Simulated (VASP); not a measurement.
# MgO (P-6m2) in VASP: density of states with PBE

Aim: the density of states of MgO with PBE.

Program: VASP 6.6.1. These are calculated values, not measurements. Logs are shortened: lines on timing, memory, paths and dates and some standing lists are left out, and cuts for length are marked.

### Step 1. The cell of the first run

It takes space group P-6m2 (No. 187, hexagonal). Conventional cell: a = 2.938 Å, b = 2.938 Å, c = 2.680 Å, α = 90.00°, β = 90.00°, γ = 120.00°. Mg (site symmetry -6m2) has 6 O at 2.16 Å and 2 Mg at 2.68 Å within 2.9 Å. O (site symmetry -6m2) has 6 Mg at 2.16 Å and 2 O at 2.68 Å within 2.9 Å.

### Step 2. Density of states, PBE

POSCAR reads:

```
MgO
1.0
    2.9380209034      0.0000000000      0.0000000000
   -1.4690104517      2.5444007392      0.0000000000
    0.0000000000      0.0000000000      2.6796800000
Mg O
1 1
Direct
    0.0000000000      0.0000000000      0.0000000000
    0.3333333333      0.6666666667      0.5000000000
```

INCAR.step1 reads:

```
ALGO = Normal
EDIFF = 1E-6
ENCUT = 520
GGA = PE
ISIF = 2
ISMEAR = 0
LASPH = T
LCHARG = T
LREAL = F
LWAVE = F
NBANDS = 11
NELM = 100
PREC = Accurate
SIGMA = 0.1
```

KPOINTS.step1 reads:

```
k-points
0
Gamma
  6 6 6
```

INCAR.step2 reads:

```
ALGO = Normal
EDIFF = 1E-6
ENCUT = 520
GGA = PE
ICHARG = 11
ISIF = 2
ISMEAR = -5
LASPH = T
LCHARG = F
LORBIT = 11
LREAL = F
LWAVE = F
NEDOS = 2001
NELM = 100
PREC = Accurate
SIGMA = 0.1
```

KPOINTS.step2 reads:

```
k-points
0
Gamma
  9 9 9
```

Potentials or basis: VASP PAW PBE potentials, release 64 (Mg, O).

The run is started by

```bash
$ cat potpaw_PBE.64/Mg/POTCAR potpaw_PBE.64/O/POTCAR > POTCAR
$ cp INCAR.step1 INCAR
$ cp KPOINTS.step1 KPOINTS
$ mpirun -np 1 vasp_std > vasp.out
$ cp INCAR.step2 INCAR
$ cp KPOINTS.step2 KPOINTS
$ mpirun -np 1 vasp_std > vasp.out
```

OUTCAR:

```text
EDIFF = 1E-6
   ENCUT = 520
   GGA = PE
   ICHARG = 11
   ISIF = 2
   ISMEAR = -5
   LASPH = T
   LORBIT = 11
   LREAL = F
   NELM = 100
   PREC = Accurate

 ion  position               nearest neighbor table
   1  0.000  0.000  0.000-   2 2.16   2 2.16   2 2.16   2 2.16   2 2.16   2 2.16
   2  0.333  0.667  0.500-   1 2.16   1 2.16   1 2.16   1 2.16   1 2.16   1 2.16

  LATTYP: Found a hexagonal cell.
 ALAT       =     2.9380209034
 C/A-ratio  =     0.9120697531

  Lattice vectors:

 A1 = (   2.9380209034,   0.0000000000,   0.0000000000)
 A2 = (  -1.4690104517,   2.5444007392,   0.0000000000)
 A3 = (   0.0000000000,   0.0000000000,   2.6796800000)

Analysis of symmetry for initial positions (statically):
=====================================================================
 Subroutine PRICEL returns:
 Original cell was already a primitive cell.

 Routine SETGRP: Setting up the symmetry group for a
 hexagonal supercell.

 Subroutine GETGRP returns: Found 12 space group operations
 (whereof 12 operations were pure point group operations)
 out of a pool of 24 trial point group operations.

The static configuration has the point symmetry D_3h.

Analysis of symmetry for dynamics (positions and initial velocities):
=====================================================================
 Subroutine PRICEL returns:
 Original cell was already a primitive cell.

 Routine SETGRP: Setting up the symmetry group for a
 hexagonal supercell.

 Subroutine GETGRP returns: Found 12 space group operations
 (whereof 12 operations were pure point group operations)
 out of a pool of 24 trial point group operations.

The dynamic configuration has the point symmetry D_3h.

 Subroutine INISYM returns: Found 12 space group operations
 (whereof 12 operations are pure point group operations),
 and found     1 'primitive' translations

----------------------------------------------------------------------------------------

                                     Primitive cell

  volume of cell :      20.0320

  direct lattice vectors                    reciprocal lattice vectors
     2.938020903  0.000000000  0.000000000     0.340365175  0.196509926  0.000000000
    -1.469010452  2.544400739  0.000000000     0.000000000  0.393019851  0.000000000
     0.000000000  0.000000000  2.679680000     0.000000000  0.000000000  0.373178887

  length of vectors
     2.938020903  2.938020903  2.679680000     0.393019851  0.393019851  0.373178887

  position of ions in fractional coordinates (direct lattice)
     0.000000000  0.000000000  0.000000000
     0.333333333  0.666666667  0.500000000

  ion indices of the primitive-cell ions
   primitive index   ion index
                 1           1
                 2           2

----------------------------------------------------------------------------------------

 KPOINTS: k-points

Automatic generation of k-mesh.
 Grid dimensions read from file:
 generate k-points for:    9    9    9

 Generating k-lattice:

  Cartesian coordinates                     Fractional coordinates (reciprocal lattice)
     0.037818353  0.021834436  0.000000000     0.111111111 -0.000000000  0.000000000
     0.000000000  0.043668872  0.000000000     0.000000000  0.111111111  0.000000000
     0.000000000  0.000000000  0.041464321     0.000000000  0.000000000  0.111111111

  Length of vectors
     0.043668872  0.043668872  0.041464321

  Shift w.r.t. Gamma in fractional coordinates (k-lattice)
     0.000000000  0.000000000  0.000000000

 TETIRR: Found    699 inequivalent tetrahedra from     4374

 Subroutine IBZKPT returns following result:
 ===========================================

 Found     60 irreducible k-points:

 Following reciprocal coordinates:
            Coordinates               Weight
  0.000000  0.000000  0.000000      1.000000
  0.111111  0.000000  0.000000      6.000000
  0.222222 -0.000000  0.000000      6.000000
  0.333333  0.000000  0.000000      6.000000
  0.444444 -0.000000  0.000000      6.000000
  0.111111  0.111111  0.000000      6.000000
[... 16 lines left out ...]
  0.333333  0.222222  0.111111     24.000000
  0.333333  0.333333  0.111111      4.000000
 [... further k-points ...]
   k-points           NKPTS =     60   k-points in BZ     NKDIM =     60   number of bands    NBANDS=      8
   number of dos      NEDOS =   2001   number of ions     NIONS =      2
   total plane-waves  NPLWV =  11520
   dimension x,y,z NGX =    24 NGY =   24 NGZ =   20
   dimension x,y,z NGXF=    48 NGYF=   48 NGZF=   40
   ions per type =               1   1
   NGX,Y,Z   is equivalent  to a cutoff of  13.58, 13.58, 12.41 a.u.
   NGXF,Y,Z  is equivalent  to a cutoff of  27.16, 27.16, 24.82 a.u.
 SYSTEM =  unknown system
   PREC   = accura    normal or accurate (medium, high low for compatibility)
   ISTART =      0    job   : 0-new  1-cont  2-samecut
   ICHARG =     11    charge: 1-file 2-atom 10-const
   ISPIN  =      1    spin polarized calculation?
   LNONCOLLINEAR =      F non collinear calculations
   LSORBIT =      F    spin-orbit coupling
   LASPH  =      T    aspherical Exc in radial PAW
   ENCUT  =  520.0 eV  38.22 Ry    6.18 a.u.   5.46  5.46  4.98*2*pi/ulx,y,z
   NELM   =    100;   NELMIN=  2; NELMDL=  0     # of ELM steps
   EDIFF  = 0.1E-05   stopping-criterion for ELM
   LREAL  =      F    real-space projection
   EDIFFG = 0.1E-04   stopping-criterion for IOM
   NSW    =      0    number of steps for IOM
   IBRION =     -1    ionic relax: 0-MD 1-quasi-New 2-CG
   NFREE  =      0    steps in history (QN), initial steepest desc. (CG)
   ISIF   =      2    stress and relaxation
   ISYM   =      2    0-nonsym 1-usesym 2-fastsym
   POTIM  = 0.5000    time-step for ionic-motion
   TEBEG  =    0.0;   TEEND  =   0.0 temperature during run
   PSTRESS=    0.0 pullay stress
   NELECT =       8.0000    total number of electrons
   NUPDOWN=      -1.0000    fix difference up-down
   EMIN   =  10.00;   EMAX   =-10.00  energy-range for DOS
   EFERMI =   0.00;   METHOD = LEGACY
   ISMEAR =    -5;   SIGMA  =   0.10  broadening in eV -4-tet -1-fermi 0-gaus
   EFERMI_NEDOS =   21; number of points for ismear=-14 and -15
   IALGO  =     38    algorithm
   IMIX   =      4    mixing-type and parameters
     AMIX     =   0.40;   BMIX     =  1.00
     AMIX_MAG =   1.60;   BMIX_MAG =  1.00
  volume/ion in A,a.u.               =      10.02        67.59
  Fermi-wavevector in a.u.,A,eV,Ry     =   1.205583  2.278221 19.775115  1.453430
  Thomas-Fermi vector in A             =   2.341275
   LORBIT       =     11    0 simple, 1 ext, 2 COOP (PROOUT), +10 PAW based schemes
   GGA     = PE    functional components
   LHFCALC =     F    Hartree Fock is set to
   AEXX    =    0.0000 exact exchange contribution
   IVDW    =     0    specifies the selected vdW correction
   LEPSILON=     F    determine dielectric tensor
   LRPA    =     F    only Hartree local field effects (RPA)
 non-spin polarized calculation
 Fermi weights with tetrahedron method with Bloechl corrections
  energy-cutoff  :      520.00
  volume of cell :       20.03
 maximum number of plane-waves:       562
 NGX is ok and might be reduce to    24

 number of electron       7.9999996 magnetization

 Free energy of the ion-electron system (eV)
  ---------------------------------------------------
  ext. energy  EPLUGINS =         0.00000000
  ---------------------------------------------------
  free energy    TOTEN  =       -11.23039980 eV

  energy without entropy =      -11.23039980  energy(sigma->0) =      -11.23039980

 E-fermi :   3.3233     XC(G=0): -10.7332

 val. band max:        3.3068501687   @ k =   0.3333   0.3333   0.0000
 cond. band min:       6.3035641088   @ k =   0.0000   0.0000   0.0000
 fundamental gap:      2.9967139401
 Fermi energy:         3.3233263608

 k-point     1 :       0.0000    0.0000    0.0000
  band No.  band energies     occupation
      1     -14.1268      2.00000
      2       2.7038      2.00000
      3       2.7038      2.00000
      4       2.9050      2.00000
      5       6.3036      0.00000
      6      15.1732      0.00000
      7      18.8680      0.00000
      8      18.8680      0.00000

 k-point     2 :       0.1111    0.0000    0.0000
  band No.  band energies     occupation
      1     -14.0198      2.00000
      2       1.9126      2.00000
      3       2.6127      2.00000
      4       2.9441      2.00000
      5       7.0562      0.00000
      6      15.1718      0.00000
      7      17.7605      0.00000
      8      19.1817      0.00000

 k-point     3 :       0.2222   -0.0000    0.0000
  band No.  band energies     occupation
      1     -13.7346      2.00000
      2       0.4997      2.00000
      3       2.3922      2.00000
      4       3.0457      2.00000
      5       8.3635      0.00000
      6      14.5383      0.00000
      7      17.1194      0.00000
      8      19.9311      0.00000

 k-point     4 :       0.3333    0.0000    0.0000
  band No.  band energies     occupation
      1     -13.3810      2.00000
      2      -0.7477      2.00000
      3       2.1570      2.00000
      4       3.1657      2.00000
      5       9.4149      0.00000
      6      13.7895      0.00000
      7      16.9941      0.00000
      8      20.6635      0.00000

 k-point     5 :       0.4444   -0.0000    0.0000
  band No.  band energies     occupation
      1     -13.1296      2.00000
      2      -1.4753      2.00000
      3       2.0114      2.00000
      4       3.2470      2.00000
      5       9.8590      0.00000
      6      13.7794      0.00000
      7      16.5090      0.00000
      8      21.0514      0.00000

 k-point     6 :       0.1111    0.1111    0.0000
  band No.  band energies     occupation
      1     -13.8234      2.00000
      2       0.9314      2.00000
      3       2.3794      2.00000
      4       3.0146      2.00000
      5       8.0515      0.00000
      6      14.8133      0.00000
      7      17.1732      0.00000
      8      19.5995      0.00000

 k-point     7 :       0.2222    0.1111    0.0000
  band No.  band energies     occupation
      1     -13.5018      2.00000
      2      -0.2204      2.00000
      3       1.9842      2.00000
      4       3.1261      2.00000
      5       9.2805      0.00000
      6      14.0188      0.00000
      7      17.1030      0.00000
      8      20.1595      0.00000
[... 133 lines left out ...]
 k-point    20 :       0.3333    0.1111    0.1111
  band No.  band energies     occupation
      1     -13.1111      2.00000
      2      -0.9638      2.00000
      3       1.7169      2.00000
      4       2.6732      2.00000
      5      10.3302      0.00000
      6      13.7426      0.00000
      7      17.0785      0.00000
      8      19.9971      0.00000

 k-point    21 :       0.4444    0.1111    0.1111
  band No.  band energies     occupation
      1     -12.9856      2.00000
      2      -1.2852      2.00000
      3       1.5918      2.00000
      4       2.7399      2.00000
      5      10.5371      0.00000
      6      13.7533      0.00000
      7      16.7155      0.00000
      8      20.5536      0.00000

 k-point    22 :       0.2222    0.2222    0.1111
  band No.  band energies     occupation
      1     -13.1370      2.00000
      2      -0.6290      2.00000
      3       1.3029      2.00000
      4       2.6631      2.00000
      5      10.5914      0.00000
      6      13.8840      0.00000
      7      17.0686      0.00000
      8      19.5207      0.00000

 k-point    23 :       0.3333    0.2222    0.1111
  band No.  band energies     occupation
      1     -12.9486      2.00000
      2      -0.8553      2.00000
      3       0.7199      2.00000
      4       2.7650      2.00000
      5      11.2080      0.00000
      6      14.0546      0.00000
      7      16.2569      0.00000
      8      20.3143      0.00000

 k-point    24 :       0.3333    0.3333    0.1111
  band No.  band energies     occupation
      1     -12.8838      2.00000
      2      -0.2571      2.00000
      3      -0.2448      2.00000
      4       2.8008      2.00000
      5      11.5928      0.00000
      6      14.6156      0.00000
      7      15.4611      0.00000
      8      20.7816      0.00000

 [... further k-points ...]

------------------------ aborting loop because EDIFF is reached ----------------------------------------

  FORCE on cell =-STRESS in cart. coord.  units (eV):
  Direction    XX          YY          ZZ          XY          YZ          ZX
  --------------------------------------------------------------------------------------
  -------------------------------------------------------------------------------------
  Total       -0.0981788     -0.0981788     -0.1044194      0.0000000      0.0000000      0.0000000
  in kB       -7.8524481     -7.8524481     -8.3515761      0.0000000      0.0000000      0.0000000
  external PRESSURE =      -8.0188241 kB  Pullay stress =       0.0000000 kB

 VOLUME and BASIS-vectors are now :
 -----------------------------------------------------------------------------
  energy-cutoff  :      520.00
  volume of cell :       20.03
      direct lattice vectors                 reciprocal lattice vectors
     2.938020903  0.000000000  0.000000000     0.340365175  0.196509926  0.000000000
    -1.469010452  2.544400739  0.000000000     0.000000000  0.393019851  0.000000000
     0.000000000  0.000000000  2.679680000     0.000000000  0.000000000  0.373178887

 POSITION                                       TOTAL-FORCE (eV/Angst)
 -----------------------------------------------------------------------------------
      0.00000      0.00000      0.00000        -0.000000      0.000000      0.000000
     -0.00000      1.69627      1.33984         0.000000     -0.000000      0.000000
 -----------------------------------------------------------------------------------
    total drift:                                0.000938     -0.000541     -0.000000

  FREE ENERGIE OF THE ION-ELECTRON SYSTEM (eV)
  ---------------------------------------------------
  free  energy   TOTEN  =       -11.2303998042 eV

  energy  without entropy=      -11.2303998042  energy(sigma->0) =      -11.23039980

 total charge

# of ion       s       p       d       tot
------------------------------------------
    1        0.148   0.163   0.067   0.377
    2        1.547   3.513   0.000   5.060
--------------------------------------------------
tot          1.695   3.676   0.067   5.437
```

Wall time 12 s (1 thread of Intel Xeon Platinum 8259CL at 2.50GHz (Skylake/Cascade Lake), shared host); peak memory 0.13 GiB.

What came out:

- Valence electrons inside the program's atomic spheres: Mg 0.38; O 5.06

Levels at points of the mesh, in eV from the valence-band top:
```csv
k point,band 1,band 2,band 3,band 4,band 5,band 6,band 7,band 8
"(0.00, 0.00, 0.00)",-17.43,-0.60,-0.60,-0.40,3.00,11.87,15.56,15.56
```
